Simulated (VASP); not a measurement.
# Ni (Fm-3m) in VASP: single point with PBE

Aim: the single point of Ni with PBE.

All numbers are computed with VASP 6.6.1; they aren't measurements. Logs are shortened: lines on timing, memory, paths and dates and some standing lists are left out, and cuts for length are marked.

## 1. The cell of the first run

Symmetry: Fm-3m, No. 225, cubic system. Conventional cell: a = 3.521 Å, b = 3.521 Å, c = 3.521 Å, α = 90.00°, β = 90.00°, γ = 90.00°. Ni (site symmetry m-3m) has 12 Ni at 2.49 Å within 3.3 Å.

## 2. Single point, PBE, collinear spin, antiferromagnetic start

INCAR

```
PREC = Accurate
ENCUT = 520
EDIFF = 1E-7
ISMEAR = -1
SIGMA = 0.1
LREAL = False
LASPH = True
NELM = 150
ALGO = Normal
ISIF = 2
LWAVE = False
LCHARG = True
ISPIN = 2
MAGMOM = 2 -2
LORBIT = 11
LMAXMIX = 4
GGA = PE
LELF = True
LVHAR = True
ISYM = 0
NBANDS = 21
```

KPOINTS

```
regular mesh
0
Gamma
  15 8 15
```

POSCAR

```
Ni
1.0
    0.0000000000      1.7606000000      1.7606000000
    3.5212000000      0.0000000000      3.5212000000
    1.7606000000      1.7606000000      0.0000000000
Ni
2
Direct
    0.0000000000      0.0000000000      0.0000000000
    0.0000000000      0.5000000000      0.0000000000
```

Potentials or basis: VASP PAW PBE potentials, release 64 (Ni).

On the command line:

```sh
> cat potpaw_PBE.64/Ni/POTCAR > POTCAR
> mpirun -np 1 vasp_std > vasp.out
```

OUTCAR:

```text
PREC = Accurate
   ENCUT = 520
   EDIFF = 1E-7
   ISMEAR = -1
   LREAL = False
   LASPH = True
   NELM = 150
   ISIF = 2
   ISPIN = 2
   LORBIT = 11
   GGA = PE
   ISYM = 0

 ion  position               nearest neighbor table
   1  0.000  0.000  0.000-   2 2.49   2 2.49   2 2.49   2 2.49   2 2.49   2 2.49
   2  0.000  0.500  0.000-   1 2.49   1 2.49   1 2.49   1 2.49   1 2.49   1 2.49

IMPORTANT INFORMATION: All symmetrisations will be switched off!
NOSYMM: (Re-)initialisation of all symmetry stuff for point group C_1.

----------------------------------------------------------------------------------------

                                     Primitive cell

  volume of cell :      21.8294

  direct lattice vectors                    reciprocal lattice vectors
     0.000000000  1.760600000  1.760600000    -0.283994093  0.283994093  0.283994093
     3.521200000  0.000000000  3.521200000     0.141997046 -0.141997046  0.141997046
     1.760600000  1.760600000  0.000000000     0.283994093  0.283994093 -0.283994093

  length of vectors
     2.489864398  4.979728796  2.489864398     0.491892198  0.245946099  0.491892198

  position of ions in fractional coordinates (direct lattice)
     0.000000000  0.000000000  0.000000000
     0.000000000  0.500000000  0.000000000

  ion indices of the primitive-cell ions
   primitive index   ion index
                 1           1
                 2           2

----------------------------------------------------------------------------------------

 KPOINTS: regular mesh

Automatic generation of k-mesh.
 Grid dimensions read from file:
 generate k-points for:   15    8   15

 Generating k-lattice:

  Cartesian coordinates                     Fractional coordinates (reciprocal lattice)
    -0.018932940  0.018932940  0.018932940     0.066666667  0.000000000  0.000000000
     0.017749631 -0.017749631  0.017749631     0.000000000  0.125000000  0.000000000
     0.018932940  0.018932940 -0.018932940     0.000000000  0.000000000  0.066666667

  Length of vectors
     0.032792813  0.030743262  0.032792813

  Shift w.r.t. Gamma in fractional coordinates (k-lattice)
     0.000000000  0.000000000  0.000000000

 -----------------------------------------------------------------------------
|                                                                             |
|           W    W    AA    RRRRR   N    N  II  N    N   GGGG   !!!           |
|           W    W   A  A   R    R  NN   N  II  NN   N  G    G  !!!           |
|           W    W  A    A  R    R  N N  N  II  N N  N  G       !!!           |
|           W WW W  AAAAAA  RRRRR   N  N N  II  N  N N  G  GGG   !            |
|           WW  WW  A    A  R   R   N   NN  II  N   NN  G    G                |
|           W    W  A    A  R    R  N    N  II  N    N   GGGG   !!!           |
|                                                                             |
|     Your reciprocal lattice and k-lattice belong to different lattice       |
|     classes:                                                                |
|                                                                             |
|        The reciprocal lattice is rhombohedral (trigonal),                   |
|        whereas your k-lattice is base-centered monoclinic.                  |
|                                                                             |
|     Results are often still useful ...                                      |
|                                                                             |
 -----------------------------------------------------------------------------

 WARNING: IBZKPT: internal override: KBLOWUP is changed to .FALSE.
      ... skipping the blow-up phase ...

 Subroutine IBZKPT returns following result:
 ===========================================

 Found    901 irreducible k-points:

 Following reciprocal coordinates:
            Coordinates               Weight
  0.000000  0.000000  0.000000      1.000000
  0.066667  0.000000  0.000000      2.000000
  0.133333  0.000000  0.000000      2.000000
  0.200000  0.000000  0.000000      2.000000
  0.266667  0.000000  0.000000      2.000000
  0.333333  0.000000  0.000000      2.000000
[... 16 lines left out ...]
 -0.066667  0.125000  0.000000      2.000000
  0.000000  0.250000  0.000000      2.000000
 [... further k-points ...]
   k-points           NKPTS =    901   k-points in BZ     NKDIM =    901   number of bands    NBANDS=     21
   number of dos      NEDOS =    301   number of ions     NIONS =      2
   total plane-waves  NPLWV =  16000
   dimension x,y,z NGX =    20 NGY =   40 NGZ =   20
   dimension x,y,z NGXF=    40 NGYF=   80 NGZF=   40
   ions per type =               2
   NGX,Y,Z   is equivalent  to a cutoff of  13.35, 13.35, 13.35 a.u.
   NGXF,Y,Z  is equivalent  to a cutoff of  26.71, 26.71, 26.71 a.u.
 SYSTEM =  unknown system
   PREC   = accura    normal or accurate (medium, high low for compatibility)
   ISTART =      0    job   : 0-new  1-cont  2-samecut
   ICHARG =      2    charge: 1-file 2-atom 10-const
   ISPIN  =      2    spin polarized calculation?
   LNONCOLLINEAR =      F non collinear calculations
   LSORBIT =      F    spin-orbit coupling
   LASPH  =      T    aspherical Exc in radial PAW
   ENCUT  =  520.0 eV  38.22 Ry    6.18 a.u.   4.63  9.26  4.63*2*pi/ulx,y,z
   NELM   =    150;   NELMIN=  2; NELMDL= -5     # of ELM steps
   EDIFF  = 0.1E-06   stopping-criterion for ELM
   LREAL  =      F    real-space projection
   EDIFFG = 0.1E-05   stopping-criterion for IOM
   NSW    =      0    number of steps for IOM
   IBRION =     -1    ionic relax: 0-MD 1-quasi-New 2-CG
   NFREE  =      0    steps in history (QN), initial steepest desc. (CG)
   ISIF   =      2    stress and relaxation
   ISYM   =      0    0-nonsym 1-usesym 2-fastsym
   POTIM  = 0.5000    time-step for ionic-motion
   TEBEG  =    0.0;   TEEND  =   0.0 temperature during run
   PSTRESS=    0.0 pullay stress
   NELECT =      20.0000    total number of electrons
   NUPDOWN=      -1.0000    fix difference up-down
   EMIN   =  10.00;   EMAX   =-10.00  energy-range for DOS
   EFERMI =   0.00;   METHOD = LEGACY
   ISMEAR =    -1;   SIGMA  =   0.10  broadening in eV -4-tet -1-fermi 0-gaus
   EFERMI_NEDOS =   21; number of points for ismear=-14 and -15
   IALGO  =     38    algorithm
   IMIX   =      4    mixing-type and parameters
     AMIX     =   0.40;   BMIX     =  1.00
     AMIX_MAG =   1.60;   BMIX_MAG =  1.00
  volume/ion in A,a.u.               =      10.91        73.66
  Fermi-wavevector in a.u.,A,eV,Ry     =   1.590026  3.004713 34.397999  2.528182
  Thomas-Fermi vector in A             =   2.688784
   LORBIT       =     11    0 simple, 1 ext, 2 COOP (PROOUT), +10 PAW based schemes
   GGA     = PE    functional components
   LHFCALC =     F    Hartree Fock is set to
   AEXX    =    0.0000 exact exchange contribution
   IVDW    =     0    specifies the selected vdW correction
   LEPSILON=     F    determine dielectric tensor
   LRPA    =     F    only Hartree local field effects (RPA)
 spin polarized calculation
  energy-cutoff  :      520.00
  volume of cell :       21.83
 maximum number of plane-waves:       600
   NGX =  9   NGY = 19   NGZ =  9

 number of electron      20.0000019 magnetization       0.0000364

 number of electron      20.0000019 magnetization      -0.0000076

 Free energy of the ion-electron system (eV)
  ---------------------------------------------------
  ext. energy  EPLUGINS =         0.00000000
  ---------------------------------------------------
  free energy    TOTEN  =       -10.93029777 eV

  energy without entropy =      -10.75502970  energy(sigma->0) =      -10.84266374

 E-fermi :   9.1702     XC(G=0): -13.2352

 val. band max:        9.1701513423   @ k =   0.2667  -0.2500   0.4667
 cond. band min:       9.1702166884   @ k =  -0.2667   0.3750   0.2000
 fundamental gap:      0.0000653461
 Fermi energy:         9.1702107914

 spin component 1

 k-point     1 :       0.0000    0.0000    0.0000
  band No.  band energies     occupation
      1       0.3256      1.00000
      2       4.7472      1.00000
      3       7.2571      1.00000
      4       7.2573      1.00000
      5       7.3046      1.00000
      6       7.3050      1.00000
[... 13 lines left out ...]
     20      36.8540      0.00000
     21      36.8543      0.00000

 k-point     2 :       0.0667    0.0000    0.0000
  band No.  band energies     occupation
      1       0.4991      1.00000
      2       4.8390      1.00000
      3       7.1754      1.00000
      4       7.2576      1.00000
      5       7.3274      1.00000
      6       7.3441      1.00000
[... 13 lines left out ...]
     20      36.4650      0.00000
     21      38.3121      0.00000

 k-point     3 :       0.1333    0.0000    0.0000
  band No.  band energies     occupation
      1       1.0091      1.00000
      2       5.0896      1.00000
      3       6.9138      1.00000
      4       7.1344      1.00000
      5       7.4379      1.00000
      6       7.4380      1.00000
[... 13 lines left out ...]
     20      35.7653      0.00000
     21      40.7604      0.00000
[... 457 lines left out ...]
 k-point    23 :      -0.0667    0.1250    0.0000
  band No.  band energies     occupation
      1       0.7571      1.00000
      2       4.6787      1.00000
      3       7.1806      1.00000
      4       7.2123      1.00000
      5       7.3738      1.00000
      6       7.3955      1.00000
[... 13 lines left out ...]
     20      37.4662      0.00000
     21      38.2922      0.00000

 k-point    24 :       0.0000    0.2500    0.0000
  band No.  band energies     occupation
      1       0.9279      1.00000
      2       4.2997      1.00000
      3       7.1528      1.00000
      4       7.3478      1.00000
      5       7.3479      1.00000
      6       7.4248      1.00000
[... 13 lines left out ...]
     20      35.8529      0.00000
     21      37.8203      0.00000

 [... further k-points ...]

 spin component 2

 k-point     1 :       0.0000    0.0000    0.0000
  band No.  band energies     occupation
      1       0.3256      1.00000
      2       4.7472      1.00000
      3       7.2571      1.00000
      4       7.2573      1.00000
      5       7.3046      1.00000
      6       7.3050      1.00000
[... 13 lines left out ...]
     20      36.8539      0.00000
     21      36.8544      0.00000

 k-point     2 :       0.0667    0.0000    0.0000
  band No.  band energies     occupation
      1       0.4991      1.00000
      2       4.8390      1.00000
      3       7.1754      1.00000
      4       7.2576      1.00000
      5       7.3273      1.00000
      6       7.3441      1.00000
[... 13 lines left out ...]
     20      36.4650      0.00000
     21      38.3121      0.00000

 k-point     3 :       0.1333    0.0000    0.0000
  band No.  band energies     occupation
      1       1.0091      1.00000
      2       5.0896      1.00000
      3       6.9138      1.00000
      4       7.1344      1.00000
      5       7.4379      1.00000
      6       7.4380      1.00000
[... 13 lines left out ...]
     20      35.7653      0.00000
     21      40.7604      0.00000
[... 457 lines left out ...]
 k-point    23 :      -0.0667    0.1250    0.0000
  band No.  band energies     occupation
      1       0.7571      1.00000
      2       4.6787      1.00000
      3       7.1806      1.00000
      4       7.2123      1.00000
      5       7.3738      1.00000
      6       7.3955      1.00000
[... 13 lines left out ...]
     20      37.4662      0.00000
     21      38.2922      0.00000

 k-point    24 :       0.0000    0.2500    0.0000
  band No.  band energies     occupation
      1       0.9279      1.00000
      2       4.2997      1.00000
      3       7.1528      1.00000
      4       7.3478      1.00000
      5       7.3479      1.00000
      6       7.4248      1.00000
[... 13 lines left out ...]
     20      35.8529      0.00000
     21      37.8203      0.00000

 [... further k-points ...]

------------------------ aborting loop because EDIFF is reached ----------------------------------------

  FORCE on cell =-STRESS in cart. coord.  units (eV):
  Direction    XX          YY          ZZ          XY          YZ          ZX
  --------------------------------------------------------------------------------------
  -------------------------------------------------------------------------------------
  Total       -0.1413819     -0.1517191     -0.1413821     -0.0058519     -0.0058519      0.0042967
  in kB      -10.3767699    -11.1354772    -10.3767908     -0.4295026     -0.4295031      0.3153607
  external PRESSURE =     -10.6296793 kB  Pullay stress =       0.0000000 kB

 VOLUME and BASIS-vectors are now :
 -----------------------------------------------------------------------------
  energy-cutoff  :      520.00
  volume of cell :       21.83
      direct lattice vectors                 reciprocal lattice vectors
     0.000000000  1.760600000  1.760600000    -0.283994093  0.283994093  0.283994093
     3.521200000  0.000000000  3.521200000     0.141997046 -0.141997046  0.141997046
     1.760600000  1.760600000  0.000000000     0.283994093  0.283994093 -0.283994093

 POSITION                                       TOTAL-FORCE (eV/Angst)
 -----------------------------------------------------------------------------------
      0.00000      0.00000      0.00000         0.000000     -0.000000      0.000000
      1.76060      0.00000      1.76060        -0.000000      0.000000     -0.000000
 -----------------------------------------------------------------------------------
    total drift:                               -0.000000     -0.000000      0.000000

  FREE ENERGIE OF THE ION-ELECTRON SYSTEM (eV)
  ---------------------------------------------------
  free  energy   TOTEN  =       -10.9302977709 eV

  energy  without entropy=      -10.7550297013  energy(sigma->0) =      -10.84266374

 total charge

# of ion       s       p       d       tot
------------------------------------------
    1        0.493   0.490   8.323   9.306
    2        0.493   0.490   8.323   9.306
--------------------------------------------------
tot          0.986   0.981  16.646  18.613

 magnetization (x)

# of ion       s       p       d       tot
------------------------------------------
    1       -0.000  -0.000  -0.000  -0.000
    2        0.000   0.000   0.000   0.000
--------------------------------------------------
tot          0.000   0.000  -0.000  -0.000
```

It took 32 min on 1 thread of Oxide Virtual Turin-like, shared host; peak memory 0.58 GiB.

Results:

| Property | Result |
| --- | --- |
| Free energy | -10.9303 eV |
| Pressure | -1.1 GPa |
| Band gap on the k mesh | zero (filled and empty bands overlap) |
| Net moment | 0.00 μB per cell |
| Valence electrons inside the program's atomic spheres | Ni 9.31 |

Stress tensor (GPa, compression positive):
```
-1.04 -0.04  0.03
-0.04 -1.11 -0.04
 0.03 -0.04 -1.04
```

Caveat: the moments typed at the start vanished in this run.
